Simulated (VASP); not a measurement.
CsSnI3: single point with PBE

CsSnI3:

```
Cs Sn I
1.0
     6.40883    0.00000    0.00000
     0.00000    6.40883    0.00000
     0.00000    0.00000    6.40883
Cs Sn I
1 1 3
Cartesian
  0.0000 0.0000 0.0000
  3.2044 3.2044 3.2044
  0.0000 3.2044 3.2044
  3.2044 0.0000 3.2044
  3.2044 3.2044 0.0000
```

This cell differs from its parent crystal: equal strain along all axes, cell held: +2.0 %.

```yaml
Program: VASP 6.6.1
Task: single point
Functional: PBE
Potentials_or_basis: VASP PAW PBE potentials, release 64 (Cs_sv, Sn_d, I)
Cutoff: 520 eV
k_mesh: 6 × 6 × 6
Occupations: gaussian, width 0.02 eV
Spin: no spin polarisation
Dipole_correction: no
Further_INCAR_settings: ALGO = Normal; EDIFF = 1e-07; NBANDS = 30
```

```json
{
 "Pressure": "-0.8 GPa",
 "Band gap on the k mesh": "0.70 eV"
}
```

Levels at points of the mesh, in eV from the valence-band top:
```
           k point  band 19  band 20  band 21  band 22  band 23  band 24  band 25  band 26
(0.00, 0.00, 0.00)    -1.75    -1.63    -1.63    -1.63     2.60     3.70     3.70     4.05
(0.50, 0.00, 0.00)    -1.87    -1.72    -1.72    -1.26     1.39     3.99     4.26     4.26
(0.50, 0.50, 0.00)    -2.00    -1.99    -1.26    -0.62     1.09     1.09     3.99     4.55
(0.50, 0.50, 0.50)    -1.25    -1.25    -1.25     0.00     0.70     0.70     0.70     3.48
```

Wall time 64 s on 1 thread of Intel(R) Xeon(R) 6975P-C (Granite Rapids), on a shared host, peak memory 0.42 GiB.

Caveat: the cell differs from its parent crystal (equal strain along all axes, cell held: +2.0 %); semilocal functionals underestimate gaps, and a narrow one can read as zero; spin-orbit coupling is left out, which moves the levels of the heavy elements. A k mesh can miss the band edges.
